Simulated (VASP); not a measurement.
# Co (P6_3/mmc) in VASP: further runs

Co is run at these levels: PBEsol; tasks: single point, relaxation of cell and atoms.

Everything below comes from runs of VASP 6.6.1. Logs are shortened: lines on timing, memory, paths and dates and some standing lists are left out, and cuts for length are marked.

## Step 1: The cell of the first run

Symmetry: P6_3/mmc, No. 194, hexagonal system. The conventional cell has a = 2.414 Å, b = 2.414 Å, c = 7.859 Å, α = 90.00°, β = 90.00°, γ = 120.00°. Co (site symmetry -3m) has 12 Co at 2.41 Å within 3.2 Å. Within 3.2 Å of Co (site symmetry -6m2) lie 12 Co at 2.41 Å.

## Step 2: Single point, PBEsol

Contents of INCAR:

```
PREC = Accurate
ENCUT = 520
EDIFF = 1E-7
ISMEAR = -1
SIGMA = 0.1
LREAL = F
LASPH = T
NELM = 60
ALGO = Normal
ISIF = 2
LWAVE = F
LCHARG = T
GGA = PS
LELF = T
LVHAR = T
NBANDS = 26
```

Contents of KPOINTS:

```
regular mesh
0
Gamma
  20 20 6
```

Contents of POSCAR:

```
Co
1.0
    2.4144563129      0.0000000000      0.0000000000
   -1.2072281565      2.0909805033      0.0000000000
    0.0000000000      0.0000000000      7.8594283610
Co
4
Direct
    1.0000000000      1.0000000000      1.0000000000
    1.0000000000      1.0000000000      0.5000000000
    0.3333333333      0.6666666667      0.2500000000
    0.6666666667      0.3333333333      0.7500000000
```

Potentials or basis: VASP PAW PBE potentials, release 64 (Co).

Command:

```console
$ cat potpaw_PBE.64/Co/POTCAR > POTCAR
$ mpirun -np 1 vasp_std > vasp.out
```

OUTCAR:

```text
PREC = Accurate
   ENCUT = 520
   EDIFF = 1E-7
   ISMEAR = -1
   LREAL = F
   LASPH = T
   NELM = 60
   ISIF = 2
   GGA = PS

 ion  position               nearest neighbor table
   1  0.000  0.000  0.000-   3 2.41   4 2.41   4 2.41   3 2.41   4 2.41   3 2.41
   2  0.000  0.000  0.500-   3 2.41   4 2.41   4 2.41   3 2.41   4 2.41   3 2.41
   3  0.333  0.667  0.250-   1 2.41   2 2.41   1 2.41   2 2.41   1 2.41   2 2.41
   4  0.667  0.333  0.750-   1 2.41   2 2.41   1 2.41   2 2.41   1 2.41   2 2.41

  LATTYP: Found a hexagonal cell.
 ALAT       =     2.4144563129
 C/A-ratio  =     3.2551545120

  Lattice vectors:

 A1 = (   2.4144563129,   0.0000000000,   0.0000000000)
 A2 = (  -1.2072281565,   2.0909805033,   0.0000000000)
 A3 = (   0.0000000000,   0.0000000000,   7.8594283610)

Analysis of symmetry for initial positions (statically):
=====================================================================
 Subroutine PRICEL returns:
 Original cell was already a primitive cell.

 Routine SETGRP: Setting up the symmetry group for a
 hexagonal supercell.

 Subroutine GETGRP returns: Found 24 space group operations
 (whereof 12 operations were pure point group operations)
 out of a pool of 24 trial point group operations.

The static configuration has the point symmetry D_3d.
 The point group associated with its full space group is D_6h.

Analysis of symmetry for dynamics (positions and initial velocities):
=====================================================================
 Subroutine PRICEL returns:
 Original cell was already a primitive cell.

 Routine SETGRP: Setting up the symmetry group for a
 hexagonal supercell.

 Subroutine GETGRP returns: Found 24 space group operations
 (whereof 12 operations were pure point group operations)
 out of a pool of 24 trial point group operations.

The dynamic configuration has the point symmetry D_3d.
 The point group associated with its full space group is D_6h.

 Subroutine INISYM returns: Found 24 space group operations
 (whereof 12 operations are pure point group operations),
 and found     1 'primitive' translations

----------------------------------------------------------------------------------------

                                     Primitive cell

  volume of cell :      39.6790

  direct lattice vectors                    reciprocal lattice vectors
     2.414456313  0.000000000  0.000000000     0.414171917  0.239122268  0.000000000
    -1.207228157  2.090980503  0.000000000     0.000000000  0.478244536  0.000000000
     0.000000000  0.000000000  7.859428361     0.000000000  0.000000000  0.127235717

  length of vectors
     2.414456313  2.414456313  7.859428361     0.478244536  0.478244536  0.127235717

  position of ions in fractional coordinates (direct lattice)
     0.000000000  0.000000000  0.000000000
     0.000000000  0.000000000  0.500000000
     0.333333333  0.666666667  0.250000000
     0.666666667  0.333333333  0.750000000

  ion indices of the primitive-cell ions
   primitive index   ion index
                 1           1
                 2           2
                 3           3
                 4           4

----------------------------------------------------------------------------------------

 KPOINTS: regular mesh

Automatic generation of k-mesh.
 Grid dimensions read from file:
 generate k-points for:   20   20    6

 Generating k-lattice:

  Cartesian coordinates                     Fractional coordinates (reciprocal lattice)
     0.020708596  0.011956113  0.000000000     0.050000000  0.000000000  0.000000000
     0.000000000  0.023912227  0.000000000     0.000000000  0.050000000  0.000000000
     0.000000000  0.000000000  0.021205953     0.000000000  0.000000000  0.166666667

  Length of vectors
     0.023912227  0.023912227  0.021205953

  Shift w.r.t. Gamma in fractional coordinates (k-lattice)
     0.000000000  0.000000000  0.000000000

 Subroutine IBZKPT returns following result:
 ===========================================

 Found    176 irreducible k-points:

 Following reciprocal coordinates:
            Coordinates               Weight
  0.000000  0.000000  0.000000      1.000000
  0.050000  0.000000  0.000000      6.000000
  0.100000  0.000000  0.000000      6.000000
  0.150000 -0.000000  0.000000      6.000000
  0.200000  0.000000  0.000000      6.000000
  0.250000  0.000000  0.000000      6.000000
[... 16 lines left out ...]
  0.200000  0.100000  0.000000     12.000000
  0.250000  0.100000  0.000000     12.000000
 [... further k-points ...]
   k-points           NKPTS =    176   k-points in BZ     NKDIM =    176   number of bands    NBANDS=     26
   number of dos      NEDOS =    301   number of ions     NIONS =      4
   total plane-waves  NPLWV =  19440
   dimension x,y,z NGX =    18 NGY =   18 NGZ =   60
   dimension x,y,z NGXF=    36 NGYF=   36 NGZF=  120
   ions per type =               4
   NGX,Y,Z   is equivalent  to a cutoff of  12.39, 12.39, 12.69 a.u.
   NGXF,Y,Z  is equivalent  to a cutoff of  24.79, 24.79, 25.38 a.u.
 SYSTEM =  unknown system
   PREC   = accura    normal or accurate (medium, high low for compatibility)
   ISTART =      0    job   : 0-new  1-cont  2-samecut
   ICHARG =      2    charge: 1-file 2-atom 10-const
   ISPIN  =      1    spin polarized calculation?
   LNONCOLLINEAR =      F non collinear calculations
   LSORBIT =      F    spin-orbit coupling
   LASPH  =      T    aspherical Exc in radial PAW
   ENCUT  =  520.0 eV  38.22 Ry    6.18 a.u.   4.49  4.49 14.61*2*pi/ulx,y,z
   NELM   =     60;   NELMIN=  2; NELMDL= -5     # of ELM steps
   EDIFF  = 0.1E-06   stopping-criterion for ELM
   LREAL  =      F    real-space projection
   EDIFFG = 0.1E-05   stopping-criterion for IOM
   NSW    =      0    number of steps for IOM
   IBRION =     -1    ionic relax: 0-MD 1-quasi-New 2-CG
   NFREE  =      0    steps in history (QN), initial steepest desc. (CG)
   ISIF   =      2    stress and relaxation
   ISYM   =      2    0-nonsym 1-usesym 2-fastsym
   POTIM  = 0.5000    time-step for ionic-motion
   TEBEG  =    0.0;   TEEND  =   0.0 temperature during run
   PSTRESS=    0.0 pullay stress
   NELECT =      36.0000    total number of electrons
   NUPDOWN=      -1.0000    fix difference up-down
   EMIN   =  10.00;   EMAX   =-10.00  energy-range for DOS
   EFERMI =   0.00;   METHOD = LEGACY
   ISMEAR =    -1;   SIGMA  =   0.10  broadening in eV -4-tet -1-fermi 0-gaus
   EFERMI_NEDOS =   21; number of points for ismear=-14 and -15
   IALGO  =     38    algorithm
   IMIX   =      4    mixing-type and parameters
     AMIX     =   0.40;   BMIX     =  1.00
     AMIX_MAG =   1.60;   BMIX_MAG =  1.00
  volume/ion in A,a.u.               =       9.92        66.94
  Fermi-wavevector in a.u.,A,eV,Ry     =   1.584853  2.994937 34.174543  2.511758
  Thomas-Fermi vector in A             =   2.684407
   LORBIT       =      0    0 simple, 1 ext, 2 COOP (PROOUT), +10 PAW based schemes
   GGA     = PS    functional components
   LHFCALC =     F    Hartree Fock is set to
   AEXX    =    0.0000 exact exchange contribution
   IVDW    =     0    specifies the selected vdW correction
   LEPSILON=     F    determine dielectric tensor
   LRPA    =     F    only Hartree local field effects (RPA)
 non-spin polarized calculation
  energy-cutoff  :      520.00
  volume of cell :       39.68
 maximum number of plane-waves:      1091
 NGX is ok and might be reduce to    18
   NGX =  9   NGY =  9   NGZ = 29

 number of electron      36.0000002 magnetization

 Free energy of the ion-electron system (eV)
  ---------------------------------------------------
  ext. energy  EPLUGINS =         0.00000000
  ---------------------------------------------------
  free energy    TOTEN  =       -30.45456711 eV

  energy without entropy =      -30.15008795  energy(sigma->0) =      -30.30232753

 E-fermi :  11.3437     XC(G=0): -14.1372

 val. band max:       11.3418138006   @ k =   0.3000   0.1000   0.0000
 cond. band min:      11.3454895582   @ k =   0.2000   0.1000   0.1667
 fundamental gap:      0.0036757576
 Fermi energy:        11.3437080089

 k-point     1 :       0.0000    0.0000    0.0000
  band No.  band energies     occupation
      1       1.9097      2.00000
      2       4.3029      2.00000
      3       4.3055      2.00000
      4       6.2036      2.00000
      5       8.8119      2.00000
      6       8.8256      2.00000
[... 18 lines left out ...]
     25      18.8882      0.00000
     26      27.4384      0.00000

 k-point     2 :       0.0500    0.0000    0.0000
  band No.  band energies     occupation
      1       2.0047      2.00000
      2       4.3848      2.00000
      3       4.3876      2.00000
      4       6.2686      2.00000
      5       8.7422      2.00000
      6       8.7918      2.00000
[... 18 lines left out ...]
     25      18.8964      0.00000
     26      27.5238      0.00000

 k-point     3 :       0.1000    0.0000    0.0000
  band No.  band energies     occupation
      1       2.2861      2.00000
      2       4.6230      2.00000
      3       4.6262      2.00000
      4       6.4540      2.00000
      5       8.5781      2.00000
      6       8.7020      2.00000
[... 18 lines left out ...]
     25      18.9244      0.00000
     26      27.6946      0.00000

 k-point     4 :       0.1500   -0.0000    0.0000
  band No.  band energies     occupation
      1       2.7426      2.00000
      2       4.9917      2.00000
      3       4.9957      2.00000
      4       6.7285      2.00000
      5       8.3862      2.00000
      6       8.5736      2.00000
[... 18 lines left out ...]
     25      18.9802      0.00000
     26      27.9988      0.00000
[... 496 lines left out ...]
      1       3.6099      2.00000
      2       5.6287      2.00000
      3       5.6335      2.00000
      4       7.1752      2.00000
      5       8.1544      2.00000
      6       8.2998      2.00000
[... 18 lines left out ...]
     25      19.1404      0.00000
     26      27.4777      0.00000

 k-point    23 :       0.2000    0.1000    0.0000
  band No.  band energies     occupation
      1       4.3252      2.00000
      2       6.0471      2.00000
      3       6.0517      2.00000
      4       7.3880      2.00000
      5       7.9870      2.00000
      6       8.0843      2.00000
[... 18 lines left out ...]
     25      19.3077      0.00000
     26      25.2735      0.00000

 k-point    24 :       0.2500    0.1000    0.0000
  band No.  band energies     occupation
      1       5.0948      2.00000
      2       6.3483      2.00000
      3       6.3550      2.00000
      4       7.3961      2.00000
      5       7.7725      2.00000
      6       8.1070      2.00000
[... 18 lines left out ...]
     25      19.4645      0.00000
     26      23.2470      0.00000

 [... further k-points ...]
[... 5 lines left out ...]
  --------------------------------------------------------------------------------------
  -------------------------------------------------------------------------------------
  Total       -0.2584336     -0.2584336     -0.2647190      0.0000000     -0.0000000     -0.0000000
  in kB      -10.4351630    -10.4351630    -10.6889598      0.0000000     -0.0000000     -0.0000000
  external PRESSURE =     -10.5197620 kB  Pullay stress =       0.0000000 kB

 VOLUME and BASIS-vectors are now :
 -----------------------------------------------------------------------------
  energy-cutoff  :      520.00
  volume of cell :       39.68
      direct lattice vectors                 reciprocal lattice vectors
     2.414456313  0.000000000  0.000000000     0.414171917  0.239122268  0.000000000
    -1.207228157  2.090980503  0.000000000     0.000000000  0.478244536  0.000000000
     0.000000000  0.000000000  7.859428361     0.000000000  0.000000000  0.127235717

 POSITION                                       TOTAL-FORCE (eV/Angst)
 -----------------------------------------------------------------------------------
      0.00000      0.00000      0.00000        -0.000000      0.000000      0.000000
      0.00000      0.00000      3.92971        -0.000000      0.000000      0.000000
     -0.00000      1.39399      1.96486         0.000000      0.000000     -0.000000
      1.20723      0.69699      5.89457        -0.000000      0.000000      0.000000
 -----------------------------------------------------------------------------------
    total drift:                                0.000000     -0.000000      0.000000

  FREE ENERGIE OF THE ION-ELECTRON SYSTEM (eV)
  ---------------------------------------------------
  free  energy   TOTEN  =       -30.4545671142 eV

  energy  without entropy=      -30.1500879479  energy(sigma->0) =      -30.30232753
```

Run time: 3 min. Hardware: 1 thread of Intel Xeon Platinum 8488C (Sapphire Rapids), shared host; peak memory 0.25 GiB.

What came out:

* Free energy: -30.4546 eV
* Pressure: -1.1 GPa
* Band gap on the k mesh: zero (bands 18 and 19 overlap by 1.21 eV)

Caveat: the PAW data sets were made with another functional, which shifts forces and pressure a little; the run has no spin polarisation, though such a crystal can be magnetic. Spin polarisation is off, so any magnetic state and its effect on volume and gap are missing.

## Step 3: Relaxation of cell and atoms, PBEsol

This run uses another cell than the first one, of 11.07 Å³/atom.

Contents of INCAR:

```
SYSTEM = Co
PREC = Accurate ; ENCUT = 600
EDIFF = 1E-6 ; ISMEAR = -1
SIGMA = 0.1 ; LREAL = .False.
LASPH = .True. ; NELM = 60
ALGO = Normal ; ISIF = 3
LWAVE = .False. ; LCHARG = .False.
GGA = PS ; IBRION = 2
NSW = 80 ; EDIFFG = -0.01
```

Contents of KPOINTS:

```
Automatic mesh
0
Gamma
  14 14 4
  0 0 0
```

Contents of POSCAR:

```
Co
1.0
    2.5018845205      0.0000000000      0.0000000000
   -1.2509422603      2.1666955521      0.0000000000
    0.0000000000      0.0000000000      8.1711548441
Co
4
Direct
    0.0000000000      0.0000000000      0.0000000000
    0.0000000000      0.0000000000      0.5000000000
    0.3333333333      0.6666666667      0.2500000000
    0.6666666667      0.3333333333      0.7500000000
```

Potentials or basis: VASP PAW PBE potentials, release 64 (Co).

Command:

```console
$ cat potpaw_PBE.64/Co/POTCAR > POTCAR
$ mpirun -np 1 vasp_std > vasp.out
```

Run time: 6.7 min. Hardware: 1 thread of Intel Xeon Platinum 8488C (Sapphire Rapids), shared host; peak memory 0.22 GiB.

It converged, with:

```yaml
Free_energy: -30.4537 eV
Relaxed_volume: 9.88 Å³/atom
Relaxed_cell: a = 2.411 Å, b = 2.411 Å, c = 7.848 Å, α = 90.00°, β = 90.00°, γ = 120.00°
Space_group_after_relaxing_to_0.1_Å: P6_3/mmc (No. 194)
Energy_gained_by_relaxing: 102.3 meV/atom
Ionic_steps: 8
Pressure_after_relaxing: 0.1 GPa
```

The path:
```csv
step,energy change (eV),largest force (eV/Å),pressure (GPa),volume (Å³)
1,0.0000,0.0000,-24.56,44.29
2,0.3987,0.0000,56.65,34.28
3,-0.4086,0.0000,-0.94,39.67
4,-0.4091,0.0000,-0.18,39.56
5,-0.4091,0.0000,0.48,39.47
6,-0.4089,0.0000,-0.73,39.62
7,-0.4092,0.0000,-0.09,39.53
8,-0.4092,0.0000,0.07,39.52
```

Final structure:
```cif
data_structure
_symmetry_space_group_name_H-M 'P 1'
_symmetry_Int_Tables_number 1
_cell_length_a 2.4114
_cell_length_b 2.4114
_cell_length_c 7.8481
_cell_angle_alpha 90.000
_cell_angle_beta 90.000
_cell_angle_gamma 120.000
_cell_volume 39.52
loop_
_atom_site_label
_atom_site_type_symbol
_atom_site_fract_x
_atom_site_fract_y
_atom_site_fract_z
_atom_site_occupancy
Co1 Co 0.00000 0.00000 0.00000 1
Co2 Co 0.00000 0.00000 0.50000 1
Co3 Co 0.33333 0.66667 0.25000 1
Co4 Co 0.66667 0.33333 0.75000 1
```

Levels at points of the mesh, in eV from the Fermi level:
```tsv
k point	band 15	band 16	band 17	band 18	band 19	band 20	band 21	band 22
(0.00, 0.00, 0.00)	-1.74	-0.90	-0.90	-0.50	-0.50	-0.20	-0.20	-0.20
(0.50, 0.00, 0.00)	0.35	0.38	0.41	0.46	0.51	0.52	0.54	1.62
(0.00, 0.00, 0.50)	-1.71	-1.71	-0.70	-0.70	-0.70	-0.70	0.07	0.07
(0.50, 0.00, 0.50)	-0.04	-0.04	0.37	0.37	0.50	0.50	1.97	1.97
```

Caveat: the highest band is partly filled, so the run has too few bands; the PAW data sets were made with another functional, which shifts forces and pressure a little; the run has no spin polarisation, though such a crystal can be magnetic. Spin polarisation is off, so any magnetic state and its effect on volume and gap are missing.
